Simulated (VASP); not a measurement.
# ZrRh2 (P4_2/mnm) in VASP: single point with PBE

Aim: the single point of ZrRh2 with PBE.

Everything below comes from runs of VASP 6.6.1. Logs are shortened: lines on timing, memory, paths and dates and some standing lists are left out, and cuts for length are marked.

## Step 1: The cell of the first run

The structure is tetragonal, space group P4_2/mnm (No. 136). The conventional cell has a = 5.174 Å, b = 5.174 Å, c = 4.728 Å, α = 90.00°, β = 90.00°, γ = 90.00°. Within 3.1 Å of Zr (site symmetry mmm) lie 6 Rh at 2.35 to 2.70 Å. Within 3.1 Å of Rh (site symmetry m2m) lie 3 Zr at 2.35 to 2.70 Å and 1 Rh at 2.61 Å.

The cell was generated, and may not be a known phase.

## Step 2: Single point, PBE

Input file INCAR:

```
  PREC = Accurate
  ENCUT = 620
  EDIFF = 1E-6
  ISMEAR = 0
  SIGMA = 0.01
  LREAL = F
  LASPH = T
  NELM = 120
  ALGO = Normal
  ISIF = 2
  LWAVE = F
  LCHARG = T
  GGA = PE
  LELF = T
  LVHAR = T
  NBANDS = 55
  GGA_COMPAT = F
```

Input file KPOINTS:

```
regular mesh
0
Gamma
  8 8 8
```

Input file POSCAR:

```
ZrRh2
1.0
    5.1742434893      0.0000000000      0.0000000000
    0.0000000000      5.1742434893      0.0000000000
    0.0000000000      0.0000000000      4.7281808810
Zr Rh
2 4
Direct
    0.0000000000      0.0000000000      0.0000000000
    0.5000000000      0.5000000000      0.5000000000
    0.3213828550      0.3213828550      0.0000000000
    0.1786171450      0.8213828550      0.5000000000
    0.6786171450      0.6786171450      0.0000000000
    0.8213828550      0.1786171450      0.5000000000
```

Potentials or basis: VASP PAW PBE potentials, release 64 (Zr_sv, Rh_sv_GW).

Started as:

```sh
> cat potpaw_PBE.64/Zr_sv/POTCAR potpaw_PBE.64/Rh_sv_GW/POTCAR > POTCAR
> mpirun -np 1 vasp_std > vasp.out
```

OUTCAR:

```text
PREC = Accurate
   ENCUT = 620
   EDIFF = 1E-6
   ISMEAR = 0
   LREAL = F
   LASPH = T
   NELM = 120
   ISIF = 2
   GGA = PE

 ion  position               nearest neighbor table
   1  0.000  0.000  0.000-   3 2.35   5 2.35   4 2.70   6 2.70   4 2.70   6 2.70
   2  0.500  0.500  0.500-   4 2.35   6 2.35   5 2.70   3 2.70   3 2.70   5 2.70
   3  0.321  0.321  0.000-   1 2.35   5 2.61   2 2.70   2 2.70
   4  0.179  0.821  0.500-   2 2.35   6 2.61   1 2.70   1 2.70
   5  0.679  0.679  0.000-   1 2.35   3 2.61   2 2.70   2 2.70
   6  0.821  0.179  0.500-   2 2.35   4 2.61   1 2.70   1 2.70

  LATTYP: Found a simple tetragonal cell.
 ALAT       =     5.1742434893
 C/A-ratio  =     0.9137917245

  Lattice vectors:

 A1 = (   5.1742434893,   0.0000000000,   0.0000000000)
 A2 = (   0.0000000000,   5.1742434893,   0.0000000000)
 A3 = (   0.0000000000,   0.0000000000,   4.7281808810)

Analysis of symmetry for initial positions (statically):
=====================================================================
 Subroutine PRICEL returns:
 Original cell was already a primitive cell.

 Routine SETGRP: Setting up the symmetry group for a
 simple tetragonal supercell.

 Subroutine GETGRP returns: Found 16 space group operations
 (whereof  8 operations were pure point group operations)
 out of a pool of 16 trial point group operations.

The static configuration has the point symmetry D_2h.
 The point group associated with its full space group is D_4h.

Analysis of symmetry for dynamics (positions and initial velocities):
=====================================================================
 Subroutine PRICEL returns:
 Original cell was already a primitive cell.

 Routine SETGRP: Setting up the symmetry group for a
 simple tetragonal supercell.

 Subroutine GETGRP returns: Found 16 space group operations
 (whereof  8 operations were pure point group operations)
 out of a pool of 16 trial point group operations.

The dynamic configuration has the point symmetry D_2h.
 The point group associated with its full space group is D_4h.

 Subroutine INISYM returns: Found 16 space group operations
 (whereof  8 operations are pure point group operations),
 and found     1 'primitive' translations

----------------------------------------------------------------------------------------

                                     Primitive cell

  volume of cell :     126.5866

  direct lattice vectors                    reciprocal lattice vectors
     5.174243489  0.000000000  0.000000000     0.193264968  0.000000000  0.000000000
     0.000000000  5.174243489  0.000000000     0.000000000  0.193264968  0.000000000
     0.000000000  0.000000000  4.728180881     0.000000000  0.000000000  0.211497831

  length of vectors
     5.174243489  5.174243489  4.728180881     0.193264968  0.193264968  0.211497831

  position of ions in fractional coordinates (direct lattice)
     0.000000000  0.000000000  0.000000000
     0.500000000  0.500000000  0.500000000
     0.321382855  0.321382855  0.000000000
     0.178617145  0.821382855  0.500000000
     0.678617145  0.678617145  0.000000000
     0.821382855  0.178617145  0.500000000

  ion indices of the primitive-cell ions
   primitive index   ion index
                 1           1
                 2           2
                 3           3
                 4           4
                 5           5
                 6           6

----------------------------------------------------------------------------------------

 KPOINTS: regular mesh

Automatic generation of k-mesh.
 Grid dimensions read from file:
 generate k-points for:    8    8    8

 Generating k-lattice:

  Cartesian coordinates                     Fractional coordinates (reciprocal lattice)
     0.024158121  0.000000000  0.000000000     0.125000000  0.000000000  0.000000000
     0.000000000  0.024158121  0.000000000     0.000000000  0.125000000  0.000000000
     0.000000000  0.000000000  0.026437229     0.000000000  0.000000000  0.125000000

  Length of vectors
     0.024158121  0.024158121  0.026437229

  Shift w.r.t. Gamma in fractional coordinates (k-lattice)
     0.000000000  0.000000000  0.000000000

 Subroutine IBZKPT returns following result:
 ===========================================

 Found     75 irreducible k-points:

 Following reciprocal coordinates:
            Coordinates               Weight
  0.000000  0.000000  0.000000      1.000000
  0.125000  0.000000  0.000000      4.000000
  0.250000  0.000000  0.000000      4.000000
  0.375000  0.000000  0.000000      4.000000
  0.500000  0.000000  0.000000      2.000000
  0.125000  0.125000  0.000000      4.000000
[... 16 lines left out ...]
  0.375000  0.125000  0.125000     16.000000
  0.500000  0.125000  0.125000      8.000000
 [... further k-points ...]
   k-points           NKPTS =     75   k-points in BZ     NKDIM =     75   number of bands    NBANDS=     55
   number of dos      NEDOS =    301   number of ions     NIONS =      6
   total plane-waves  NPLWV =  70560
   dimension x,y,z NGX =    42 NGY =   42 NGZ =   40
   dimension x,y,z NGXF=    84 NGYF=   84 NGZF=   80
   ions per type =               2   4
   NGX,Y,Z   is equivalent  to a cutoff of  13.49, 13.49, 14.06 a.u.
   NGXF,Y,Z  is equivalent  to a cutoff of  26.99, 26.99, 28.13 a.u.
 SYSTEM =  unknown system
   PREC   = accura    normal or accurate (medium, high low for compatibility)
   ISTART =      0    job   : 0-new  1-cont  2-samecut
   ICHARG =      2    charge: 1-file 2-atom 10-const
   ISPIN  =      1    spin polarized calculation?
   LNONCOLLINEAR =      F non collinear calculations
   LSORBIT =      F    spin-orbit coupling
   LASPH  =      T    aspherical Exc in radial PAW
   ENCUT  =  620.0 eV  45.57 Ry    6.75 a.u.  10.51 10.51  9.60*2*pi/ulx,y,z
   NELM   =    120;   NELMIN=  2; NELMDL= -5     # of ELM steps
   EDIFF  = 0.1E-05   stopping-criterion for ELM
   LREAL  =      F    real-space projection
   EDIFFG = 0.1E-04   stopping-criterion for IOM
   NSW    =      0    number of steps for IOM
   IBRION =     -1    ionic relax: 0-MD 1-quasi-New 2-CG
   NFREE  =      0    steps in history (QN), initial steepest desc. (CG)
   ISIF   =      2    stress and relaxation
   ISYM   =      2    0-nonsym 1-usesym 2-fastsym
   POTIM  = 0.5000    time-step for ionic-motion
   TEBEG  =    0.0;   TEEND  =   0.0 temperature during run
   PSTRESS=    0.0 pullay stress
   NELECT =      92.0000    total number of electrons
   NUPDOWN=      -1.0000    fix difference up-down
   EMIN   =  10.00;   EMAX   =-10.00  energy-range for DOS
   EFERMI =   0.00;   METHOD = LEGACY
   ISMEAR =     0;   SIGMA  =   0.01  broadening in eV -4-tet -1-fermi 0-gaus
   EFERMI_NEDOS =   21; number of points for ismear=-14 and -15
   IALGO  =     38    algorithm
   IMIX   =      4    mixing-type and parameters
     AMIX     =   0.40;   BMIX     =  1.00
     AMIX_MAG =   1.60;   BMIX_MAG =  1.00
  volume/ion in A,a.u.               =      21.10       142.37
  Fermi-wavevector in a.u.,A,eV,Ry     =   1.471888  2.781465 29.476410  2.166455
  Thomas-Fermi vector in A             =   2.586970
   LORBIT       =      0    0 simple, 1 ext, 2 COOP (PROOUT), +10 PAW based schemes
   GGA     = PE    functional components
   LHFCALC =     F    Hartree Fock is set to
   AEXX    =    0.0000 exact exchange contribution
   IVDW    =     0    specifies the selected vdW correction
   LEPSILON=     F    determine dielectric tensor
   LRPA    =     F    only Hartree local field effects (RPA)
 non-spin polarized calculation
 Gauss-broadening in eV      SIGMA  =   0.01
  energy-cutoff  :      620.00
  volume of cell :      126.59
 maximum number of plane-waves:      4463
   NGX = 21   NGY = 21   NGZ = 19

 number of electron      91.9999984 magnetization

 Free energy of the ion-electron system (eV)
  ---------------------------------------------------
  ext. energy  EPLUGINS =         0.00000000
  ---------------------------------------------------
  free energy    TOTEN  =       -39.98204352 eV

  energy without entropy =      -39.98204352  energy(sigma->0) =      -39.98204352

 E-fermi :   7.0033     XC(G=0): -11.2340

 val. band max:        6.9693184441   @ k =   0.2500   0.0000   0.2500
 cond. band min:       7.0372337206   @ k =   0.3750   0.0000   0.2500
 fundamental gap:      0.0679152764
 Fermi energy:         7.0032768208

 k-point     1 :       0.0000    0.0000    0.0000
  band No.  band energies     occupation
      1     -70.8600      2.00000
      2     -70.8571      2.00000
      3     -70.8309      2.00000
      4     -70.8309      2.00000
      5     -42.1172      2.00000
      6     -42.0577      2.00000
[... 47 lines left out ...]
     54      10.0790      0.00000
     55      10.1837      0.00000

 k-point     2 :       0.1250    0.0000    0.0000
  band No.  band energies     occupation
      1     -70.8599      2.00000
      2     -70.8573      2.00000
      3     -70.8309      2.00000
      4     -70.8309      2.00000
      5     -42.1144      2.00000
      6     -42.0595      2.00000
[... 47 lines left out ...]
     54       9.7621      0.00000
     55      10.0815      0.00000

 k-point     3 :       0.2500    0.0000    0.0000
  band No.  band energies     occupation
      1     -70.8595      2.00000
      2     -70.8575      2.00000
      3     -70.8310      2.00000
      4     -70.8310      2.00000
      5     -42.1068      2.00000
      6     -42.0647      2.00000
[... 1152 lines left out ...]
 k-point    23 :       0.3750    0.1250    0.1250
  band No.  band energies     occupation
      1     -70.8589      2.00000
      2     -70.8580      2.00000
      3     -70.8310      2.00000
      4     -70.8310      2.00000
      5     -42.0958      2.00000
      6     -42.0763      2.00000
[... 47 lines left out ...]
     54       9.7456      0.00000
     55       9.7572      0.00000

 k-point    24 :       0.5000    0.1250    0.1250
  band No.  band energies     occupation
      1     -70.8585      2.00000
      2     -70.8585      2.00000
      3     -70.8310      2.00000
      4     -70.8310      2.00000
      5     -42.0857      2.00000
      6     -42.0857      2.00000
[... 47 lines left out ...]
     54       9.5706      0.00000
     55       9.9741      0.00000

 [... further k-points ...]

------------------------ aborting loop because EDIFF is reached ----------------------------------------

  FORCE on cell =-STRESS in cart. coord.  units (eV):
  Direction    XX          YY          ZZ          XY          YZ          ZX
  --------------------------------------------------------------------------------------
  -------------------------------------------------------------------------------------
  Total       -0.0617733     -0.0617733     -0.1639195      0.0000000      0.0000000      0.0000000
  in kB       -0.7818505     -0.7818505     -2.0746915      0.0000000      0.0000000      0.0000000
  external PRESSURE =      -1.2127975 kB  Pullay stress =       0.0000000 kB

 VOLUME and BASIS-vectors are now :
 -----------------------------------------------------------------------------
  energy-cutoff  :      620.00
  volume of cell :      126.59
      direct lattice vectors                 reciprocal lattice vectors
     5.174243489  0.000000000  0.000000000     0.193264968  0.000000000  0.000000000
     0.000000000  5.174243489  0.000000000     0.000000000  0.193264968  0.000000000
     0.000000000  0.000000000  4.728180881     0.000000000  0.000000000  0.211497831

 POSITION                                       TOTAL-FORCE (eV/Angst)
 -----------------------------------------------------------------------------------
      0.00000      0.00000      0.00000         0.000000     -0.000000      0.000000
      2.58712      2.58712      2.36409         0.000000     -0.000000      0.000000
      1.66291      1.66291      0.00000         0.019449      0.019449      0.000000
      0.92421      4.25003      2.36409        -0.019449      0.019449      0.000000
      3.51133      3.51133      0.00000        -0.019449     -0.019449      0.000000
      4.25003      0.92421      2.36409         0.019449     -0.019449      0.000000
 -----------------------------------------------------------------------------------
    total drift:                                0.000000      0.000000     -0.000000

  FREE ENERGIE OF THE ION-ELECTRON SYSTEM (eV)
  ---------------------------------------------------
  free  energy   TOTEN  =       -39.9820435236 eV

  energy  without entropy=      -39.9820435219  energy(sigma->0) =      -39.98204352
```

Run time: 13 min. Hardware: 1 thread of Intel Xeon Platinum 8488C (Sapphire Rapids), shared host; peak memory 0.66 GiB.

Results:

* Free energy: -39.9820 eV
* Pressure: -0.1 GPa
* Largest force: 0.028 eV/Å

Forces in eV/Å, atoms in the order of the input:
```
Zr   0.000  0.000  0.000
Zr   0.000  0.000  0.000
Rh   0.019  0.019  0.000
Rh  -0.019  0.019  0.000
Rh  -0.019 -0.019  0.000
Rh   0.019 -0.019  0.000
```
